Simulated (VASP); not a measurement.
# AlN (P6_3mc) in VASP: a series of runs

AlN is run at these levels: PBEsol; tasks: electric field gradients.

Program: VASP 6.6.1. These are calculated values, not measurements. Logs are shortened: lines on timing, memory, paths and dates and some standing lists are left out, and cuts for length are marked.

## (1) The cell of the first run

Symmetry: P6_3mc, No. 186, hexagonal system. Conventional cell: a = 3.111 Å, b = 3.111 Å, c = 5.078 Å, α = 90.00°, β = 90.00°, γ = 120.00°. Within 2.5 Å of Al (site symmetry 3m) lie 4 N at 1.89 to 1.95 Å. Within 2.5 Å of N (site symmetry 3m) lie 4 Al at 1.89 to 1.95 Å.

## (2) Electric field gradients, PBEsol (zz strain of +2 %)

File INCAR:

```
PREC = Accurate
ENCUT = 520
EDIFF = 1E-8
ISMEAR = -1
SIGMA = 0.02
LREAL = F
LASPH = T
NELM = 60
ALGO = Normal
ISIF = 2
LWAVE = F
LCHARG = F
GGA = PS
LEFG = T
NBANDS = 16
```

File KPOINTS:

```
regular mesh
0
Gamma
  11 11 6
```

File POSCAR:

```
AlN
1.0
    3.1110021516      0.0000000000      0.0000000000
   -1.5555010758      2.6942068945      0.0000000000
    0.0000000000      0.0000000000      5.0775600000
Al N
2 2
Direct
    0.3333333333      0.6666666667      0.0000000000
    0.6666666667      0.3333333333      0.5000000000
    0.3333333333      0.6666666667      0.3850000000
    0.6666666667      0.3333333333      0.8850000000
```

Potentials or basis: VASP PAW PBE potentials, release 64 (Al, N).

Launch:

```sh
cat potpaw_PBE.64/Al/POTCAR potpaw_PBE.64/N/POTCAR > POTCAR
mpirun -np 1 vasp_std > vasp.out
```

OUTCAR:

```text
PREC = Accurate
   ENCUT = 520
   EDIFF = 1E-8
   ISMEAR = -1
   LREAL = F
   LASPH = T
   NELM = 60
   ISIF = 2
   GGA = PS

 ion  position               nearest neighbor table
   1  0.333  0.667  0.000-   4 1.89   4 1.89   4 1.89   3 1.95   2 3.11   2 3.11   2 3.11   2 3.11
                             2 3.11   2 3.11
   2  0.667  0.333  0.500-   3 1.89   3 1.89   3 1.89   4 1.95   1 3.11   1 3.11   1 3.11   1 3.11
                             1 3.11   1 3.11
   3  0.333  0.667  0.385-   2 1.89   2 1.89   2 1.89   1 1.95
   4  0.667  0.333  0.885-   1 1.89   1 1.89   1 1.89   2 1.95

  LATTYP: Found a hexagonal cell.
 ALAT       =     3.1110021516
 C/A-ratio  =     1.6321300187

  Lattice vectors:

 A1 = (   3.1110021516,   0.0000000000,   0.0000000000)
 A2 = (  -1.5555010758,   2.6942068945,   0.0000000000)
 A3 = (   0.0000000000,   0.0000000000,   5.0775600000)

Analysis of symmetry for initial positions (statically):
=====================================================================
 Subroutine PRICEL returns:
 Original cell was already a primitive cell.

 Routine SETGRP: Setting up the symmetry group for a
 hexagonal supercell.

 Subroutine GETGRP returns: Found 12 space group operations
 (whereof  6 operations were pure point group operations)
 out of a pool of 24 trial point group operations.

The static configuration has the point symmetry C_3v.
 The point group associated with its full space group is C_6v.

Analysis of symmetry for dynamics (positions and initial velocities):
=====================================================================
 Subroutine PRICEL returns:
 Original cell was already a primitive cell.

 Routine SETGRP: Setting up the symmetry group for a
 hexagonal supercell.

 Subroutine GETGRP returns: Found 12 space group operations
 (whereof  6 operations were pure point group operations)
 out of a pool of 24 trial point group operations.

The dynamic configuration has the point symmetry C_3v.
 The point group associated with its full space group is C_6v.

 Subroutine INISYM returns: Found 12 space group operations
 (whereof  6 operations are pure point group operations),
 and found     1 'primitive' translations

[... 147 lines left out ...]

 val. band max:        5.8696699983   @ k =   0.0000   0.0000   0.0000
 cond. band min:       9.8305323450   @ k =   0.0000   0.0000   0.0000
 fundamental gap:      3.9608623467
 Fermi energy:         6.2551614031

 k-point     1 :       0.0000    0.0000    0.0000
  band No.  band energies     occupation
      1      -9.1723      2.00000
      2      -7.1325      2.00000
      3      -0.1170      2.00000
      4       5.0698      2.00000
      5       5.0698      2.00000
      6       5.6663      2.00000
[... 433 lines left out ...]
      3       0.9320      2.00000
      4       2.8618      2.00000
      5       3.2492      2.00000
      6       4.4107      2.00000
[... 8 lines left out ...]
     15      18.0296      0.00000
     16      19.1735      0.00000

 [... further k-points ...]

------------------------ aborting loop because EDIFF is reached ----------------------------------------

  FORCE on cell =-STRESS in cart. coord.  units (eV):
  Direction    XX          YY          ZZ          XY          YZ          ZX
  --------------------------------------------------------------------------------------
  -------------------------------------------------------------------------------------
  Total       -0.0189723     -0.0189723     -2.3221178      0.0000000      0.0000000      0.0000000
  in kB       -0.7142415     -0.7142415    -87.4195383      0.0000000      0.0000000      0.0000000
  external PRESSURE =     -29.6160071 kB  Pullay stress =       0.0000000 kB

 VOLUME and BASIS-vectors are now :
 -----------------------------------------------------------------------------
  energy-cutoff  :      520.00
  volume of cell :       42.56
      direct lattice vectors                 reciprocal lattice vectors
     3.111002152  0.000000000  0.000000000     0.321439829  0.185583372  0.000000000
    -1.555501076  2.694206895  0.000000000     0.000000000  0.371166744  0.000000000
     0.000000000  0.000000000  5.077560000     0.000000000  0.000000000  0.196944989

 POSITION                                       TOTAL-FORCE (eV/Angst)
 -----------------------------------------------------------------------------------
     -0.00000      1.79614      0.00000        -0.000000      0.000000      0.361364
      1.55550      0.89807      2.53878        -0.000000     -0.000000      0.361364
     -0.00000      1.79614      1.95486         0.000000      0.000000     -0.361364
      1.55550      0.89807      4.49364        -0.000000      0.000000     -0.361364
 -----------------------------------------------------------------------------------
    total drift:                               -0.000000      0.000000      0.000806

  FREE ENERGIE OF THE ION-ELECTRON SYSTEM (eV)
  ---------------------------------------------------
  free  energy   TOTEN  =       -31.2846184341 eV

  energy  without entropy=      -31.2846184341  energy(sigma->0) =      -31.28461843

 Electric field gradients (V/A^2)
---------------------------------------------------------------------
 ion       V_xx      V_yy      V_zz      V_xy      V_xz      V_yz
---------------------------------------------------------------------
   1      -6.380    -6.380    12.760     0.000     0.000    -0.000
   2      -6.380    -6.380    12.760     0.000    -0.000     0.000
   3      -2.220    -2.220     4.440    -0.000     0.000    -0.000
   4      -2.220    -2.220     4.440    -0.000    -0.000     0.000
---------------------------------------------------------------------

 Electric field gradients after diagonalization (V/A^2)
 (convention: |V_zz| > |V_xx| > |V_yy|)
----------------------------------------------------------------------
 ion       V_xx      V_yy      V_zz     asymmetry (V_yy - V_xx)/ V_zz
----------------------------------------------------------------------
   1      -6.380    -6.380    12.760       0.000
   2      -6.380    -6.380    12.760       0.000
   3      -2.220    -2.220     4.440       0.000
   4      -2.220    -2.220     4.440       0.000
----------------------------------------------------------------------

           NMR quadrupolar parameters

 Cq : quadrupolar parameter    Cq=e*Q*V_zz/h
 eta: asymmetry parameters     (V_yy - V_xx)/ V_zz
 Q  : nuclear electric quadrupole moment in mb (millibarn)
----------------------------------------------------------------------
 ion       Cq(MHz)       eta       Q (mb)
----------------------------------------------------------------------
   1       0.031       0.000       1.000
   2       0.031       0.000       1.000
   3       0.011       0.000       1.000
   4       0.011       0.000       1.000
----------------------------------------------------------------------
```

stdout:

```text
POSCAR found type information on POSCAR AlN
 POSCAR found :  2 types and       4 ions
 scaLAPACK will be used
 -----------------------------------------------------------------------------
|                                                                             |
|                                                                             |
|     You enforced a specific xc type in the INCAR file but a different       |
|     I HOPE YOU KNOW WHAT YOU ARE DOING!                                     |
|                                                                             |
 -----------------------------------------------------------------------------

 LDA part: xc-table for (Slater+PW92), standard interpolation
 POSCAR, INCAR and KPOINTS ok, starting setup
 FFT: planning ... GRIDC
 FFT: planning ... GRID_SOFT
 FFT: planning ... GRID
 WAVECAR not read
 entering main loop
ion   1

ion   2

ion   3

ion   4
```

Wall time 41 s (1 thread of Intel Xeon 6975P-C, shared host); peak memory 0.17 GiB.

What came out:

```yaml
Free_energy: -31.2846 eV
Pressure: -3.0 GPa
Largest_force: 0.361 eV/Å
Band_gap_on_the_k_mesh: 3.96 eV, direct
```

Forces in eV/Å, atoms in the order of the input:
```
Al   0.000  0.000  0.361
Al   0.000  0.000  0.361
N    0.000  0.000 -0.361
N    0.000  0.000 -0.361
```

Levels at points of the mesh, in eV from the valence-band top:
```
           k point  band 5  band 6  band 7  band 8  band 9  band 10  band 11  band 12
(0.00, 0.00, 0.00)   -0.80   -0.20   -0.20    0.00    3.96     6.61    10.31    11.09
(0.00, 0.00, 0.50)   -0.51   -0.51   -0.51   -0.51    6.33     6.33    10.00    10.00
```

Electric field gradients, principal values (V/Å²):
```tsv
atom	least	middle	greatest (by size)
1 Al	-6.380	-6.380	12.760
2 Al	-6.380	-6.380	12.760
3 N	-2.220	-2.220	4.440
4 N	-2.220	-2.220	4.440
```

Caveat: the cell differs from its parent crystal (zz strain of +2 %); without QUAD_EFG the Cq values of the log hold for a quadrupole moment of 1 mb, not for the nuclei; the PAW data sets were made with another functional, which shifts forces and pressure a little. A k mesh can miss the band edges.

## (3) Electric field gradients, PBEsol (equal xx and yy strain of -2 %)

File INCAR:

```
PREC = Accurate
ENCUT = 520
EDIFF = 1E-8
ISMEAR = -1
SIGMA = 0.02
LREAL = False
LASPH = True
NELM = 80
ALGO = Normal
ISIF = 2
LWAVE = False
LCHARG = False
GGA = PS
LEFG = True
NBANDS = 16
```

KPOINTS is that of step 2.

File POSCAR:

```
AlN
1.0
    3.0487821086      0.0000000000      0.0000000000
   -1.5243910543      2.6403227566      0.0000000000
    0.0000000000      0.0000000000      4.9780000000
Al N
2 2
Direct
    0.3333333333      0.6666666667      0.0000000000
    0.6666666667      0.3333333333      0.5000000000
    0.3333333333      0.6666666667      0.3850000000
    0.6666666667      0.3333333333      0.8850000000
```

Potentials or basis: VASP PAW PBE potentials, release 64 (Al, N).

Launch:

```sh
cat potpaw_PBE.64/Al/POTCAR potpaw_PBE.64/N/POTCAR > POTCAR
mpirun -np 1 vasp_std > vasp.out
```

OUTCAR:

```text
PREC = Accurate
   ENCUT = 520
   EDIFF = 1E-8
   ISMEAR = -1
   LREAL = False
   LASPH = True
   NELM = 80
   ISIF = 2
   GGA = PS

 ion  position               nearest neighbor table
   1  0.333  0.667  0.000-   4 1.85   4 1.85   4 1.85   3 1.92   2 3.05   2 3.05   2 3.05   2 3.05
                             2 3.05   2 3.05
   2  0.667  0.333  0.500-   3 1.85   3 1.85   3 1.85   4 1.92   1 3.05   1 3.05   1 3.05   1 3.05
                             1 3.05   1 3.05
   3  0.333  0.667  0.385-   2 1.85   2 1.85   2 1.85   1 1.92
   4  0.667  0.333  0.885-   1 1.85   1 1.85   1 1.85   2 1.92

  LATTYP: Found a hexagonal cell.
 ALAT       =     3.0487821086
 C/A-ratio  =     1.6327831320

[... 688 lines left out ...]
---------------------------------------------------------------------
   1      -6.913    -6.913    13.826     0.000    -0.000     0.000
   2      -6.913    -6.913    13.826     0.000     0.000    -0.000
   3      -2.576    -2.575     5.151     0.001    -0.000     0.000
   4      -2.576    -2.575     5.151     0.001     0.000    -0.000
---------------------------------------------------------------------

 Electric field gradients after diagonalization (V/A^2)
 (convention: |V_zz| > |V_xx| > |V_yy|)
----------------------------------------------------------------------
 ion       V_xx      V_yy      V_zz     asymmetry (V_yy - V_xx)/ V_zz
----------------------------------------------------------------------
   1      -6.913    -6.913    13.826       0.000
   2      -6.913    -6.913    13.826       0.000
   3      -2.576    -2.575     5.151       0.000
   4      -2.576    -2.575     5.151       0.000
----------------------------------------------------------------------

           NMR quadrupolar parameters

 Cq : quadrupolar parameter    Cq=e*Q*V_zz/h
 eta: asymmetry parameters     (V_yy - V_xx)/ V_zz
 Q  : nuclear electric quadrupole moment in mb (millibarn)
----------------------------------------------------------------------
 ion       Cq(MHz)       eta       Q (mb)
----------------------------------------------------------------------
   1       0.033       0.000       1.000
   2       0.033       0.000       1.000
   3       0.012       0.000       1.000
   4       0.012       0.000       1.000
----------------------------------------------------------------------
```

It took 23 s on 1 thread of AMD EPYC 9R45 (Zen 5), shared host; peak memory 0.14 GiB.

Results:

* Free energy: -31.2329 eV
* Pressure: 10.0 GPa
* Largest force: 0.443 eV/Å
* Band gap on the k mesh: 4.50 eV, direct

Forces on the atoms (eV/Å):
```
Al   0.000  0.000  0.443
Al   0.000  0.000  0.443
N    0.000  0.000 -0.443
N    0.000  0.000 -0.443
```

Stress tensor (GPa, compression positive):
```
13.94  0.00  0.00
 0.00 13.94  0.00
 0.00  0.00  2.06
```

Levels at points of the mesh, in eV from the valence-band top:
| k point | band 4 | band 5 | band 6 | band 7 | band 8 | band 9 | band 10 | band 11 | band 12 | band 13 |
| --- | --- | --- | --- | --- | --- | --- | --- | --- | --- | --- |
| (0.00, 0.00, 0.00) | -0.81 | -0.81 | -0.20 | -0.20 | 0.00 | 4.50 | 7.17 | 10.81 | 11.55 | 11.55 |
| (0.00, 0.00, 0.50) | -3.47 | -0.52 | -0.52 | -0.52 | -0.52 | 6.87 | 6.87 | 10.50 | 10.50 | 11.87 |

Electric field gradients, principal values (V/Å²):
```csv
atom,least,middle,greatest (by size)
1 Al,-6.913,-6.913,13.826
2 Al,-6.913,-6.913,13.826
3 N,-2.575,-2.576,5.151
4 N,-2.575,-2.576,5.151
```

Caveat: the cell differs from its parent crystal (equal xx and yy strain of -2 %); without QUAD_EFG the Cq values of the log hold for a quadrupole moment of 1 mb, not for the nuclei; the PAW data sets were made with another functional, which shifts forces and pressure a little.

(Part 1 of 2 ends here.)
